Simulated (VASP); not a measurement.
# ZnSe (Stilleite) (F-43m) in VASP: settings compared, part 2 of 2

VASP 6.6.1. Earlier steps stand in the parts before.

**5. Relaxation of cell and atoms, LDA**

This run uses another cell than the first one, of 23.54 Å³/atom, 1.036 times its volume.

File INCAR:

```
PREC     = Accurate       # precision mode
ENCUT    = 600            # plane-wave cutoff, eV
EDIFF    = 1E-6           # SCF threshold, eV
ISMEAR   = -1             # smearing method
SIGMA    = 0.02           # smearing width, eV
LREAL    = F              # projectors in reciprocal space
LASPH    = T              # aspherical terms in the spheres
NELM     = 60             # most SCF steps
ALGO     = Normal         # electronic algorithm
ISIF     = 3              # what is computed and relaxed
LWAVE    = F              # write WAVECAR
LCHARG   = F              # write CHGCAR
GGA      = CA             # functional
IBRION   = 2              # ionic algorithm
NSW      = 80             # ionic steps
EDIFFG   = -0.005         # ionic threshold
```

File KPOINTS:

```
regular mesh
0
Gamma
  8 8 8
```

File POSCAR:

```
ZnSe
1.0
    0.0000000000      2.8659201947      2.8659201947
    2.8659201947      0.0000000000      2.8659201947
    2.8659201947      2.8659201947      0.0000000000
Zn Se
1 1
Direct
    0.0000000000      0.0000000000      0.0000000000
    0.2500000000      0.2500000000      0.2500000000
```

Potentials or basis: VASP PAW LDA potentials, release 64 (Zn, Se).

Command:

```sh
cat potpaw_LDA.64/Zn/POTCAR potpaw_LDA.64/Se/POTCAR > POTCAR
mpirun -np 1 vasp_std > vasp.out
```

OUTCAR:

```text
PREC = Accurate
   ENCUT = 600
   EDIFF = 1E-6
   ISMEAR = -1
   LREAL = F
   LASPH = T
   NELM = 60
   ISIF = 3
   GGA = CA
   IBRION = 2
   NSW = 80
   EDIFFG = -0.005

 ion  position               nearest neighbor table
   1  0.000  0.000  0.000-   2 2.48   2 2.48   2 2.48   2 2.48
   2  0.250  0.250  0.250-   1 2.48   1 2.48   1 2.48   1 2.48

  LATTYP: Found a face centered cubic cell.
 ALAT       =     5.7318403894

  Lattice vectors:

 A1 = (   0.0000000000,   2.8659201947,   2.8659201947)
 A2 = (   2.8659201947,   0.0000000000,   2.8659201947)
 A3 = (   2.8659201947,   2.8659201947,   0.0000000000)

Analysis of symmetry for initial positions (statically):
=====================================================================
 Subroutine PRICEL returns:
 Original cell was already a primitive cell.

 Routine SETGRP: Setting up the symmetry group for a
 face centered cubic supercell.

 Subroutine GETGRP returns: Found 24 space group operations
 (whereof 24 operations were pure point group operations)
 out of a pool of 48 trial point group operations.

The static configuration has the point symmetry T_d .

Analysis of symmetry for dynamics (positions and initial velocities):
=====================================================================
 Subroutine PRICEL returns:
 Original cell was already a primitive cell.

 Routine SETGRP: Setting up the symmetry group for a
 face centered cubic supercell.

 Subroutine GETGRP returns: Found 24 space group operations
 (whereof 24 operations were pure point group operations)
 out of a pool of 48 trial point group operations.

The dynamic configuration has the point symmetry T_d .

 Subroutine INISYM returns: Found 24 space group operations
 (whereof 24 operations are pure point group operations),
 and found     1 'primitive' translations

----------------------------------------------------------------------------------------

                                     Primitive cell

  volume of cell :      47.0785

  direct lattice vectors                    reciprocal lattice vectors
     0.000000000  2.865920195  2.865920195    -0.174464035  0.174464035  0.174464035
     2.865920195  0.000000000  2.865920195     0.174464035 -0.174464035  0.174464035
     2.865920195  2.865920195  0.000000000     0.174464035  0.174464035 -0.174464035

  length of vectors
     4.053023208  4.053023208  4.053023208     0.302180572  0.302180572  0.302180572

  position of ions in fractional coordinates (direct lattice)
     0.000000000  0.000000000  0.000000000
     0.250000000  0.250000000  0.250000000

  ion indices of the primitive-cell ions
   primitive index   ion index
                 1           1
                 2           2

----------------------------------------------------------------------------------------

 KPOINTS: regular mesh

Automatic generation of k-mesh.
 Grid dimensions read from file:
 generate k-points for:    8    8    8

 Generating k-lattice:

  Cartesian coordinates                     Fractional coordinates (reciprocal lattice)
    -0.021808004  0.021808004  0.021808004     0.125000000  0.000000000  0.000000000
     0.021808004 -0.021808004  0.021808004     0.000000000  0.125000000  0.000000000
     0.021808004  0.021808004 -0.021808004     0.000000000  0.000000000  0.125000000

[... 41 lines left out ...]
   dimension x,y,z NGX =    32 NGY =   32 NGZ =   32
   dimension x,y,z NGXF=    64 NGYF=   64 NGZF=   64
   ions per type =               1   1
   NGX,Y,Z   is equivalent  to a cutoff of  13.13, 13.13, 13.13 a.u.
   NGXF,Y,Z  is equivalent  to a cutoff of  26.25, 26.25, 26.25 a.u.
 SYSTEM =  unknown system
   PREC   = accura    normal or accurate (medium, high low for compatibility)
   ISTART =      0    job   : 0-new  1-cont  2-samecut
   ICHARG =      2    charge: 1-file 2-atom 10-const
   ISPIN  =      1    spin polarized calculation?
   LNONCOLLINEAR =      F non collinear calculations
   LSORBIT =      F    spin-orbit coupling
   LASPH  =      T    aspherical Exc in radial PAW
   ENCUT  =  600.0 eV  44.10 Ry    6.64 a.u.   8.09  8.09  8.09*2*pi/ulx,y,z
   NELM   =     60;   NELMIN=  2; NELMDL= -5     # of ELM steps
   EDIFF  = 0.1E-05   stopping-criterion for ELM
   LREAL  =      F    real-space projection
   EDIFFG = -.5E-02   stopping-criterion for IOM
   NSW    =     80    number of steps for IOM
   IBRION =      2    ionic relax: 0-MD 1-quasi-New 2-CG
   NFREE  =      1    steps in history (QN), initial steepest desc. (CG)
   ISIF   =      3    stress and relaxation
   ISYM   =      2    0-nonsym 1-usesym 2-fastsym
   POTIM  = 0.5000    time-step for ionic-motion
   TEBEG  =    0.0;   TEEND  =   0.0 temperature during run
   PSTRESS=    0.0 pullay stress
   NELECT =      18.0000    total number of electrons
   NUPDOWN=      -1.0000    fix difference up-down
   EMIN   =  10.00;   EMAX   =-10.00  energy-range for DOS
   EFERMI =   0.00;   METHOD = LEGACY
   ISMEAR =    -1;   SIGMA  =   0.02  broadening in eV -4-tet -1-fermi 0-gaus
   EFERMI_NEDOS =   21; number of points for ismear=-14 and -15
   IALGO  =     38    algorithm
   IMIX   =      4    mixing-type and parameters
     AMIX     =   0.40;   BMIX     =  1.00
     AMIX_MAG =   1.60;   BMIX_MAG =  1.00
  volume/ion in A,a.u.               =      23.54       158.85
  Fermi-wavevector in a.u.,A,eV,Ry     =   1.188206  2.245383 19.209146  1.411832
  Thomas-Fermi vector in A             =   2.324340
   LORBIT       =      0    0 simple, 1 ext, 2 COOP (PROOUT), +10 PAW based schemes
   GGA     = CA    functional components
   LHFCALC =     F    Hartree Fock is set to
   AEXX    =    0.0000 exact exchange contribution
   IVDW    =     0    specifies the selected vdW correction
   LEPSILON=     F    determine dielectric tensor
   LRPA    =     F    only Hartree local field effects (RPA)
 conjugate gradient relaxation of ions
 non-spin polarized calculation
  energy-cutoff  :      600.00
  volume of cell :       47.08
 maximum number of plane-waves:      1591
   NGX = 17   NGY = 17   NGZ = 17

--------------------------------------- Ionic step        1  -------------------------------------------

 number of electron      18.0000014 magnetization

 Free energy of the ion-electron system (eV)
  ---------------------------------------------------
  ext. energy  EPLUGINS =         0.00000000
  ---------------------------------------------------
  free energy    TOTEN  =        -7.31119582 eV

  energy without entropy =       -7.31119582  energy(sigma->0) =       -7.31119582

------------------------ aborting loop because EDIFF is reached ----------------------------------------

  FORCE on cell =-STRESS in cart. coord.  units (eV):
  Direction    XX          YY          ZZ          XY          YZ          ZX
  --------------------------------------------------------------------------------------
  -------------------------------------------------------------------------------------
  Total       -1.4285678     -1.4285678     -1.4285678      0.0000000      0.0000000     -0.0000000
  in kB      -48.6171122    -48.6171122    -48.6171122      0.0000000      0.0000000     -0.0000000
  external PRESSURE =     -48.6171122 kB  Pullay stress =       0.0000000 kB
[... 23 lines left out ...]
--------------------------------------- Ionic step        2  -------------------------------------------

 number of electron      18.0000006 magnetization

 E-fermi :   2.5578     XC(G=0): -10.0192

 val. band max:        2.1615679291   @ k =   0.0000   0.0000   0.0000
 cond. band min:       3.5280017066   @ k =   0.0000   0.0000   0.0000
 fundamental gap:      1.3664337775
 Fermi energy:         2.5578137108

 k-point     1 :       0.0000    0.0000    0.0000
  band No.  band energies     occupation
      1     -11.6121      2.00000
      2      -4.8021      2.00000
      3      -4.8021      2.00000
      4      -4.8021      2.00000
      5      -4.3761      2.00000
      6      -4.3761      2.00000
      7       2.1616      2.00000
      8       2.1616      2.00000
      9       2.1616      2.00000
     10       3.5280      0.00000
     11       7.8360      0.00000
     12       7.8360      0.00000
     13       7.8360      0.00000
[... 403 lines left out ...]
--------------------------------------- Ionic step        3  -------------------------------------------

 number of electron      17.9999991 magnetization

 Free energy of the ion-electron system (eV)
  ---------------------------------------------------
  ext. energy  EPLUGINS =         0.00000000
  ---------------------------------------------------
  free energy    TOTEN  =        -7.37262776 eV

  energy without entropy =       -7.37262776  energy(sigma->0) =       -7.37262776

 E-fermi :   2.3293     XC(G=0):  -9.9188

 val. band max:        1.9521180972   @ k =   0.0000   0.0000   0.0000
 cond. band min:       3.2239891659   @ k =   0.0000   0.0000   0.0000
 fundamental gap:      1.2718710687
 Fermi energy:         2.3293003963

 k-point     1 :       0.0000    0.0000    0.0000
  band No.  band energies     occupation
      1     -11.6650      2.00000
      2      -4.9169      2.00000
      3      -4.9169      2.00000
      4      -4.9169      2.00000
      5      -4.5125      2.00000
      6      -4.5125      2.00000
      7       1.9521      2.00000
      8       1.9521      2.00000
      9       1.9521      2.00000
     10       3.2240      0.00000
     11       7.6369      0.00000
     12       7.6369      0.00000
     13       7.6369      0.00000
[... 397 lines left out ...]
  FREE ENERGIE OF THE ION-ELECTRON SYSTEM (eV)
  ---------------------------------------------------
  free  energy   TOTEN  =        -7.3726277647 eV

  energy  without entropy=       -7.3726277646  energy(sigma->0) =       -7.37262776

 reached required accuracy - stopping structural energy minimisation
```

It took 34 s on 1 thread of Intel Xeon Platinum 8488C (Sapphire Rapids), shared host; peak memory 0.17 GiB.

What came out:

| Item | Value |
| --- | --- |
| Free energy | -7.3726 eV |
| Relaxed volume | 21.66 Å³/atom |
| Relaxed cell | a = 3.942 Å, b = 3.942 Å, c = 3.942 Å, α = 60.00°, β = 60.00°, γ = 60.00° |
| Space group after relaxing (to 0.05 Å) | F-43m (No. 216) |
| Energy gained by relaxing | 30.7 meV/atom |
| Ionic steps | 3 |
| Pressure after relaxing | 0.0 GPa |
| Band gap on the k mesh | 1.27 eV, direct |

The path:
```
step  energy change (eV)  largest force (eV/Å)  pressure (GPa)  volume (Å³)
   1              0.0000                0.0000           -4.86        47.08
   2             -0.0564                0.0000            1.65        42.38
   3             -0.0614                0.0000            0.02        43.33
```

Final structure:
```xyz
2
Lattice="0.0000 2.7877 2.7877 2.7877 0.0000 2.7877 2.7877 2.7877 0.0000" Properties=species:S:1:pos:R:3 pbc="T T T"
Zn    0.0000    0.0000    0.0000
Se    1.3939    1.3939    1.3939
```

**6. Single point, PBE (volume changed by -3%)**

File INCAR:

```
PREC = Accurate ; ENCUT = 500
EDIFF = 1E-6 ; ISMEAR = 0
SIGMA = 0.01 ; LREAL = False
LASPH = True ; NELM = 120
ALGO = Normal ; ISIF = 2
LWAVE = False ; LCHARG = True
GGA = PE ; LELF = True
LVHAR = True ; NBANDS = 16
GGA_COMPAT = False
```

File KPOINTS:

```
regular mesh
0
Gamma
  6 6 6
```

File POSCAR:

```
ZnSe
1.0
    0.0000000000      2.8369694732      2.8369694732
    2.8369694732      0.0000000000      2.8369694732
    2.8369694732      2.8369694732      0.0000000000
Zn Se
1 1
Direct
    0.0000000000      0.0000000000      0.0000000000
    0.2500000000      0.2500000000      0.2500000000
```

Potentials or basis: VASP PAW PBE potentials, release 64 (Zn, Se).

Command:

```sh
cat potpaw_PBE.64/Zn/POTCAR potpaw_PBE.64/Se/POTCAR > POTCAR
mpirun -np 1 vasp_std > vasp.out
```

OUTCAR:

```text
PREC = Accurate
   ENCUT = 500
   EDIFF = 1E-6
   ISMEAR = 0
   LREAL = False
   LASPH = True
   NELM = 120
   ISIF = 2
   GGA = PE

 ion  position               nearest neighbor table
   1  0.000  0.000  0.000-   2 2.46   2 2.46   2 2.46   2 2.46
   2  0.250  0.250  0.250-   1 2.46   1 2.46   1 2.46   1 2.46

  LATTYP: Found a face centered cubic cell.
 ALAT       =     5.6739389464

  Lattice vectors:

 A1 = (   0.0000000000,   2.8369694732,   2.8369694732)
 A2 = (   2.8369694732,   0.0000000000,   2.8369694732)
 A3 = (   2.8369694732,   2.8369694732,   0.0000000000)

Analysis of symmetry for initial positions (statically):
=====================================================================
 Subroutine PRICEL returns:
 Original cell was already a primitive cell.

 Routine SETGRP: Setting up the symmetry group for a
 face centered cubic supercell.

 Subroutine GETGRP returns: Found 24 space group operations
 (whereof 24 operations were pure point group operations)
 out of a pool of 48 trial point group operations.

The static configuration has the point symmetry T_d .

[... 150 lines left out ...]
  energy without entropy =       -6.01695901  energy(sigma->0) =       -6.01695901

 E-fermi :   1.7098     XC(G=0):  -9.3048

 val. band max:        1.5879437627   @ k =   0.0000   0.0000   0.0000
 cond. band min:       2.8632067136   @ k =   0.0000   0.0000   0.0000
 fundamental gap:      1.2752629509
 Fermi energy:         1.7097726023

 k-point     1 :       0.0000    0.0000    0.0000
  band No.  band energies     occupation
      1     -11.6492      2.00000
      2      -4.9492      2.00000
      3      -4.9492      2.00000
      4      -4.9492      2.00000
      5      -4.5828      2.00000
      6      -4.5828      2.00000
[... 281 lines left out ...]
      3      -4.7347      2.00000
      4      -4.6624      2.00000
      5      -4.5685      2.00000
      6      -4.3142      2.00000
[... 8 lines left out ...]
     15      15.3254      0.00000
     16      15.7496      0.00000

------------------------ aborting loop because EDIFF is reached ----------------------------------------

  FORCE on cell =-STRESS in cart. coord.  units (eV):
  Direction    XX          YY          ZZ          XY          YZ          ZX
  --------------------------------------------------------------------------------------
  -------------------------------------------------------------------------------------
  Total        0.6099398      0.6099398      0.6099398     -0.0000000     -0.0000000      0.0000000
  in kB       21.3994989     21.3994989     21.3994989     -0.0000000     -0.0000000      0.0000000
  external PRESSURE =      21.3994989 kB  Pullay stress =       0.0000000 kB

 VOLUME and BASIS-vectors are now :
 -----------------------------------------------------------------------------
  energy-cutoff  :      500.00
  volume of cell :       45.67
      direct lattice vectors                 reciprocal lattice vectors
     0.000000000  2.836969473  2.836969473    -0.176244406  0.176244406  0.176244406
     2.836969473  0.000000000  2.836969473     0.176244406 -0.176244406  0.176244406
     2.836969473  2.836969473  0.000000000     0.176244406  0.176244406 -0.176244406

 POSITION                                       TOTAL-FORCE (eV/Angst)
 -----------------------------------------------------------------------------------
      0.00000      0.00000      0.00000         0.000000      0.000000      0.000000
      1.41848      1.41848      1.41848        -0.000000     -0.000000     -0.000000
 -----------------------------------------------------------------------------------
    total drift:                               -0.000000     -0.000000     -0.000000

  FREE ENERGIE OF THE ION-ELECTRON SYSTEM (eV)
  ---------------------------------------------------
  free  energy   TOTEN  =        -6.0169590070 eV

  energy  without entropy=       -6.0169590070  energy(sigma->0) =       -6.01695901
```

stdout:

```text
POSCAR found type information on POSCAR ZnSe
 POSCAR found :  2 types and       2 ions
 scaLAPACK will be used
 LDA part: xc-table for (Slater+PW92), standard interpolation
 POSCAR, INCAR and KPOINTS ok, starting setup
 FFT: planning ... GRIDC
 FFT: planning ... GRID_SOFT
 FFT: planning ... GRID
 WAVECAR not read
 entering main loop
```

Run time: 20 s. Hardware: 1 thread of Intel Xeon Platinum 8259CL at 2.50GHz (Skylake/Cascade Lake), shared host; peak memory 0.17 GiB.

Results:

```
Free energy            : -6.0170 eV
Pressure               : 2.1 GPa
Band gap on the k mesh : 1.28 eV, direct
```

Levels at points of the mesh, in eV from the valence-band top:
```tsv
k point	band 7	band 8	band 9	band 10	band 11	band 12
(0.00, 0.00, 0.00)	0.00	0.00	0.00	1.28	5.80	5.80
(0.50, 0.00, 0.00)	-5.21	-0.86	-0.86	2.53	6.38	6.38
(0.50, 0.50, 0.00)	-4.74	-2.17	-2.17	2.99	3.46	10.72
```

Caveat: the cell differs from its parent crystal (volume changed by -3%).

**7. The runs side by side**

| task | level | potentials or basis | cell | k mesh | cutoff (eV) | smearing | gap on the mesh (eV) | pressure (GPa) | relaxed volume (Å³/atom) |
| --- | --- | --- | --- | --- | --- | --- | --- | --- | --- |
| single point | r2SCAN | VASP PAW PBE potentials, release 64 (Zn, Se) | a = 4.006 Å, angles 60.0°, 2 atoms | 8 × 8 × 8 | 520 | fermi-dirac 0.02 eV | 1.87 | 0.1 | - |
| single point | r2SCAN | VASP PAW PBE potentials, release 64 (Zn, Se) | a = 4.006 Å, angles 60.0°, 2 atoms | 8 × 8 × 8 | 520 | gaussian 0.01 eV | 1.87 | 0.1 | - |
| relaxation of cell and atoms | PBEsol | VASP PAW PBE potentials, release 64 (Zn, Se) | relaxed from a = 4.053 Å, angles 60.0°, 2 atoms | 8 × 8 × 8 | 600 | fermi-dirac 0.02 eV | 1.23 | 0.0 | 22.43 |
| relaxation of cell and atoms | LDA | VASP PAW LDA potentials, release 64 (Zn, Se) | relaxed from a = 4.053 Å, angles 60.0°, 2 atoms | 8 × 8 × 8 | 600 | fermi-dirac 0.02 eV | 1.27 | 0.0 | 21.66 |
| single point | PBE | VASP PAW PBE potentials, release 64 (Zn, Se) | a = 4.012 Å, angles 60.0°, 2 atoms | 6 × 6 × 6 | 500 | gaussian 0.01 eV | 1.28 | 2.1 | - |

Alike in all rows: no spin polarisation.

Caveats: the PAW data sets were made with another functional, which shifts forces and pressure a little (some runs).

Total energies depend on the potentials used, so only differences within one code and one set of settings carry meaning.

**8. Against experiment**

Step 2. Measured gap of ZnSe: 2.695 eV (an exciton energy, a little under the gap; 300 K; “Alloy Disordering Effects on the Thermal Conductivity and Energy Gap Temperature Dependence of Cd1−xZnxSe Ternary Crystals Grown by the Bridgman Method”, 2023, pmc:10253836). This calculation gives 1.87 eV (-0.82 eV). Spin-orbit coupling on Se is left out. The value is that of r2SCAN, without temperature or zero-point motion.

Step 3. Measured gap of ZnSe: 2.695 eV (an exciton energy, a little under the gap; 300 K; “Alloy Disordering Effects on the Thermal Conductivity and Energy Gap Temperature Dependence of Cd1−xZnxSe Ternary Crystals Grown by the Bridgman Method”, 2023, pmc:10253836). This calculation gives 1.87 eV (-0.82 eV). Spin-orbit coupling on Se is left out. The value is that of r2SCAN, without temperature or zero-point motion.
